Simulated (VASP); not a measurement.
# LiH in VASP: further runs

LiH is run at these levels: PBEsol, HF; tasks: single point.

Program: VASP 6.6.1. These are calculated values, not measurements. Logs are shortened: lines on timing, memory, paths and dates and some standing lists are left out, and cuts for length are marked.

## Step 1: The cell of the first run

The structure is cubic, space group Fm-3m (No. 225). The conventional cell has a = 4.074 Å, b = 4.074 Å, c = 4.074 Å, α = 90.00°, β = 90.00°, γ = 90.00°. Li (site symmetry m-3m) has 6 H at 2.04 Å within 2.7 Å. H (site symmetry m-3m) has 6 Li at 2.04 Å within 2.7 Å.

## Step 2: Single point, PBEsol

The input, INCAR:

```
SYSTEM = LiH
PREC = Accurate
ENCUT = 520
EDIFF = 1E-7
ISMEAR = -1
SIGMA = 0.05
LREAL = .False.
LASPH = .True.
NELM = 100
ALGO = Normal
ISIF = 2
LWAVE = .False.
LCHARG = .False.
GGA = PS
NBANDS = 9
```

The input, KPOINTS:

```
Automatic mesh
0
Gamma
  11 11 11
  0 0 0
```

The input, POSCAR:

```
LiH
1.0
    0.0000000000      2.0367500000      2.0367500000
    2.0367500000      0.0000000000      2.0367500000
    2.0367500000      2.0367500000      0.0000000000
Li H
1 1
Direct
    0.0000000000      0.0000000000      0.0000000000
    0.5000000000      0.5000000000      0.5000000000
```

Potentials or basis: VASP PAW PBE potentials, release 64 (Li_sv, H).

Run with:

```console
> cat potpaw_PBE.64/Li_sv/POTCAR potpaw_PBE.64/H/POTCAR > POTCAR
> mpirun -np 1 vasp_std > vasp.out
```

OUTCAR:

```text
SYSTEM = LiH
   PREC = Accurate
   ENCUT = 520
   EDIFF = 1E-7
   ISMEAR = -1
   LREAL = .False.
   LASPH = .True.
   NELM = 100
   ISIF = 2
   GGA = PS

 ion  position               nearest neighbor table
   1  0.000  0.000  0.000-
   2  0.500  0.500  0.500-

  LATTYP: Found a face centered cubic cell.
 ALAT       =     4.0735000000

  Lattice vectors:

 A1 = (   0.0000000000,   2.0367500000,   2.0367500000)
 A2 = (   2.0367500000,   0.0000000000,   2.0367500000)
 A3 = (   2.0367500000,   2.0367500000,   0.0000000000)

Analysis of symmetry for initial positions (statically):
=====================================================================
 Subroutine PRICEL returns:
 Original cell was already a primitive cell.

 Routine SETGRP: Setting up the symmetry group for a
 face centered cubic supercell.

 Subroutine GETGRP returns: Found 48 space group operations
 (whereof 48 operations were pure point group operations)
 out of a pool of 48 trial point group operations.

The static configuration has the point symmetry O_h .

Analysis of symmetry for dynamics (positions and initial velocities):
=====================================================================
 Subroutine PRICEL returns:
 Original cell was already a primitive cell.

 Routine SETGRP: Setting up the symmetry group for a
 face centered cubic supercell.

 Subroutine GETGRP returns: Found 48 space group operations
 (whereof 48 operations were pure point group operations)
 out of a pool of 48 trial point group operations.

The dynamic configuration has the point symmetry O_h .

 Subroutine INISYM returns: Found 48 space group operations
 (whereof 48 operations are pure point group operations),
 and found     1 'primitive' translations

----------------------------------------------------------------------------------------

                                     Primitive cell

  volume of cell :      16.8983

  direct lattice vectors                    reciprocal lattice vectors
     0.000000000  2.036750000  2.036750000    -0.245489137  0.245489137  0.245489137
     2.036750000  0.000000000  2.036750000     0.245489137 -0.245489137  0.245489137
     2.036750000  2.036750000  0.000000000     0.245489137  0.245489137 -0.245489137

  length of vectors
     2.880399473  2.880399473  2.880399473     0.425199658  0.425199658  0.425199658

  position of ions in fractional coordinates (direct lattice)
     0.000000000  0.000000000  0.000000000
     0.500000000  0.500000000  0.500000000

  ion indices of the primitive-cell ions
   primitive index   ion index
                 1           1
                 2           2

----------------------------------------------------------------------------------------

 KPOINTS: Automatic mesh

Automatic generation of k-mesh.
 Grid dimensions read from file:
 generate k-points for:   11   11   11

 Generating k-lattice:

  Cartesian coordinates                     Fractional coordinates (reciprocal lattice)
    -0.022317194  0.022317194  0.022317194     0.090909091  0.000000000  0.000000000
     0.022317194 -0.022317194  0.022317194     0.000000000  0.090909091  0.000000000
     0.022317194  0.022317194 -0.022317194     0.000000000  0.000000000  0.090909091

  Length of vectors
     0.038654514  0.038654514  0.038654514

  Shift w.r.t. Gamma in fractional coordinates (k-lattice)
     0.000000000  0.000000000  0.000000000

 Subroutine IBZKPT returns following result:
 ===========================================

 Found     56 irreducible k-points:

 Following reciprocal coordinates:
            Coordinates               Weight
  0.000000  0.000000  0.000000      1.000000
  0.090909  0.000000  0.000000      8.000000
  0.181818  0.000000  0.000000      8.000000
  0.272727  0.000000  0.000000      8.000000
  0.363636  0.000000  0.000000      8.000000
  0.454545  0.000000  0.000000      8.000000
[... 16 lines left out ...]
 -0.272727  0.181818  0.000000     24.000000
 -0.181818  0.181818  0.000000     12.000000
 [... further k-points ...]
   k-points           NKPTS =     56   k-points in BZ     NKDIM =     56   number of bands    NBANDS=      9
   number of dos      NEDOS =    301   number of ions     NIONS =      2
   total plane-waves  NPLWV =  13824
   dimension x,y,z NGX =    24 NGY =   24 NGZ =   24
   dimension x,y,z NGXF=    48 NGYF=   48 NGZF=   48
   ions per type =               1   1
   NGX,Y,Z   is equivalent  to a cutoff of  13.85, 13.85, 13.85 a.u.
   NGXF,Y,Z  is equivalent  to a cutoff of  27.70, 27.70, 27.70 a.u.
 SYSTEM =  LiH
   PREC   = accura    normal or accurate (medium, high low for compatibility)
   ISTART =      0    job   : 0-new  1-cont  2-samecut
   ICHARG =      2    charge: 1-file 2-atom 10-const
   ISPIN  =      1    spin polarized calculation?
   LNONCOLLINEAR =      F non collinear calculations
   LSORBIT =      F    spin-orbit coupling
   LASPH  =      T    aspherical Exc in radial PAW
   ENCUT  =  520.0 eV  38.22 Ry    6.18 a.u.   5.36  5.36  5.36*2*pi/ulx,y,z
   NELM   =    100;   NELMIN=  2; NELMDL= -5     # of ELM steps
   EDIFF  = 0.1E-06   stopping-criterion for ELM
   LREAL  =      F    real-space projection
   EDIFFG = 0.1E-05   stopping-criterion for IOM
   NSW    =      0    number of steps for IOM
   IBRION =     -1    ionic relax: 0-MD 1-quasi-New 2-CG
   NFREE  =      0    steps in history (QN), initial steepest desc. (CG)
   ISIF   =      2    stress and relaxation
   ISYM   =      2    0-nonsym 1-usesym 2-fastsym
   POTIM  = 0.5000    time-step for ionic-motion
   TEBEG  =    0.0;   TEEND  =   0.0 temperature during run
   PSTRESS=    0.0 pullay stress
   NELECT =       4.0000    total number of electrons
   NUPDOWN=      -1.0000    fix difference up-down
   EMIN   =  10.00;   EMAX   =-10.00  energy-range for DOS
   EFERMI =   0.00;   METHOD = LEGACY
   ISMEAR =    -1;   SIGMA  =   0.05  broadening in eV -4-tet -1-fermi 0-gaus
   EFERMI_NEDOS =   21; number of points for ismear=-14 and -15
   IALGO  =     38    algorithm
   IMIX   =      4    mixing-type and parameters
     AMIX     =   0.40;   BMIX     =  1.00
     AMIX_MAG =   1.60;   BMIX_MAG =  1.00
  volume/ion in A,a.u.               =       8.45        57.02
  Fermi-wavevector in a.u.,A,eV,Ry     =   1.012699  1.913724 13.953585  1.025560
  Thomas-Fermi vector in A             =   2.145824
   LORBIT       =      0    0 simple, 1 ext, 2 COOP (PROOUT), +10 PAW based schemes
   GGA     = PS    functional components
   LHFCALC =     F    Hartree Fock is set to
   AEXX    =    0.0000 exact exchange contribution
   IVDW    =     0    specifies the selected vdW correction
   LEPSILON=     F    determine dielectric tensor
   LRPA    =     F    only Hartree local field effects (RPA)
 non-spin polarized calculation
  energy-cutoff  :      520.00
  volume of cell :       16.90
 maximum number of plane-waves:       470
 NGX is ok and might be reduce to    24
   NGX = 11   NGY = 11   NGZ = 11

 number of electron       3.9999999 magnetization

 Free energy of the ion-electron system (eV)
  ---------------------------------------------------
  ext. energy  EPLUGINS =         0.00000000
  ---------------------------------------------------
  free energy    TOTEN  =        -6.11261461 eV

  energy without entropy =       -6.11261461  energy(sigma->0) =       -6.11261461

 E-fermi :   0.8942     XC(G=0):  -8.4567

 val. band max:       -0.1059519665   @ k =  -0.4545   0.4545   0.0000
 cond. band min:       2.8674133620   @ k =  -0.4545   0.4545   0.0000
 fundamental gap:      2.9733653285
 Fermi energy:         0.8942289614

 k-point     1 :       0.0000    0.0000    0.0000
  band No.  band energies     occupation
      1     -43.8114      2.00000
      2      -5.4244      2.00000
      3      15.4185      0.00000
      4      17.1920      0.00000
      5      17.1920      0.00000
      6      17.1920      0.00000
      7      21.7057      0.00000
      8      21.7057      0.00000
      9      21.7057      0.00000

 k-point     2 :       0.0909    0.0000    0.0000
  band No.  band energies     occupation
      1     -43.8081      2.00000
      2      -5.2801      2.00000
      3      14.2394      0.00000
      4      16.3292      0.00000
      5      16.8661      0.00000
      6      16.8661      0.00000
      7      21.1298      0.00000
      8      22.3965      0.00000
      9      22.3965      0.00000

 k-point     3 :       0.1818    0.0000    0.0000
  band No.  band energies     occupation
      1     -43.7994      2.00000
      2      -4.8556      2.00000
      3      11.4327      0.00000
      4      15.1894      0.00000
      5      16.2960      0.00000
      6      16.2960      0.00000
      7      21.7452      0.00000
      8      22.7064      0.00000
      9      22.7064      0.00000

 k-point     4 :       0.2727    0.0000    0.0000
  band No.  band energies     occupation
      1     -43.7877      2.00000
      2      -4.1850      2.00000
      3       8.5477      0.00000
      4      14.2198      0.00000
      5      15.8903      0.00000
      6      15.8903      0.00000
      7      20.8742      0.00000
      8      20.8742      0.00000
      9      22.9975      0.00000
[... 205 lines left out ...]
 k-point    22 :      -0.3636    0.1818    0.0000
  band No.  band energies     occupation
      1     -43.7671      2.00000
      2      -2.3059      2.00000
      3       5.2739      0.00000
      4       9.2389      0.00000
      5      14.1676      0.00000
      6      15.0545      0.00000
      7      21.6241      0.00000
      8      24.1125      0.00000
      9      26.0000      0.00000

 k-point    23 :      -0.2727    0.1818    0.0000
  band No.  band energies     occupation
      1     -43.7742      2.00000
      2      -3.1106      2.00000
      3       7.1660      0.00000
      4       9.3604      0.00000
      5      15.1698      0.00000
      6      15.4455      0.00000
      7      21.1640      0.00000
      8      23.9092      0.00000
      9      25.2280      0.00000

 k-point    24 :      -0.1818    0.1818    0.0000
  band No.  band energies     occupation
      1     -43.7839      2.00000
      2      -3.9204      2.00000
      3       9.7635      0.00000
      4       9.8414      0.00000
      5      15.4901      0.00000
      6      16.9078      0.00000
      7      20.7473      0.00000
      8      22.4958      0.00000
      9      24.0994      0.00000

 [... further k-points ...]

------------------------ aborting loop because EDIFF is reached ----------------------------------------

  FORCE on cell =-STRESS in cart. coord.  units (eV):
  Direction    XX          YY          ZZ          XY          YZ          ZX
  --------------------------------------------------------------------------------------
  -------------------------------------------------------------------------------------
  Total       -0.2594418     -0.2594418     -0.2594418      0.0000000      0.0000000     -0.0000000
  in kB      -24.5984255    -24.5984255    -24.5984255      0.0000000      0.0000000     -0.0000000
  external PRESSURE =     -24.5984255 kB  Pullay stress =       0.0000000 kB

 VOLUME and BASIS-vectors are now :
 -----------------------------------------------------------------------------
  energy-cutoff  :      520.00
  volume of cell :       16.90
      direct lattice vectors                 reciprocal lattice vectors
     0.000000000  2.036750000  2.036750000    -0.245489137  0.245489137  0.245489137
     2.036750000  0.000000000  2.036750000     0.245489137 -0.245489137  0.245489137
     2.036750000  2.036750000  0.000000000     0.245489137  0.245489137 -0.245489137

 POSITION                                       TOTAL-FORCE (eV/Angst)
 -----------------------------------------------------------------------------------
      0.00000      0.00000      0.00000        -0.000000     -0.000000      0.000000
      2.03675      2.03675      2.03675         0.000000      0.000000     -0.000000
 -----------------------------------------------------------------------------------
    total drift:                                0.000000     -0.000000     -0.000000

  FREE ENERGIE OF THE ION-ELECTRON SYSTEM (eV)
  ---------------------------------------------------
  free  energy   TOTEN  =        -6.1126146110 eV

  energy  without entropy=       -6.1126146110  energy(sigma->0) =       -6.11261461
```

Run time: 6.6 s. Hardware: 1 thread of AMD EPYC 7R13, shared host; peak memory 0.13 GiB.

Results:

```yaml
Free_energy: -6.1126 eV
Band_gap_on_the_k_mesh: 2.97 eV
```

Levels at points of the mesh, in eV from the valence-band top:
```
           k point  band 1  band 2  band 3  band 4  band 5
(0.00, 0.00, 0.00)  -43.71   -5.32   15.52   17.30   17.30
```

Caveat: the cutoff is under 1.25 times the usual one of these potentials, so pressure, stress and relaxed cells hold a basis-set (Pulay) error; the PAW data sets were made with another functional, which shifts forces and pressure a little; an odd mesh through Γ misses points on the zone boundary, where band edges can lie.

(Part 1 of 2 ends here.)
